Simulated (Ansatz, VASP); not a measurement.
# Two plane-wave programs on SiC

```xyz
2
Lattice="0.0000 2.1783 2.1783 2.1783 0.0000 2.1783 2.1783 2.1783 0.0000" Properties=species:S:1:pos:R:3 pbc="T T T"
Si    0.0000    0.0000    0.0000
C     3.2675    3.2675    3.2675
```

Alike in both runs: functional PBEsol; k mesh 12 × 12 × 12; occupations gaussian, width 0.02 eV; no spin polarisation.

Ansatz relaxed the structure, and its values are those at the end. VASP's run is a single point on that final structure, the one shown.

|  | VASP | Ansatz |
| --- | --- | --- |
| version | VASP 6.6.1 | Ansatz 0.2.0 |
| potentials or method | VASP PAW PBE potentials, release 64 (Si, C), cutoff 520 eV | scalar-relativistic, plane waves, PAW |
| valence electrons in the cell | 8 | 8 |

Ansatz gave:

- gap on the k mesh at the Fermi level (eV): 1.24
- least direct gap on the mesh (eV): 4.45
- pressure (GPa): 0.0

Question: What did VASP give for the same quantities?

Answer: gap on the k mesh at the Fermi level (eV): 1.23; least direct gap on the mesh (eV): 4.44; pressure (GPa): 0.4.

VASP's potentials were made for PBE, not for PBEsol.
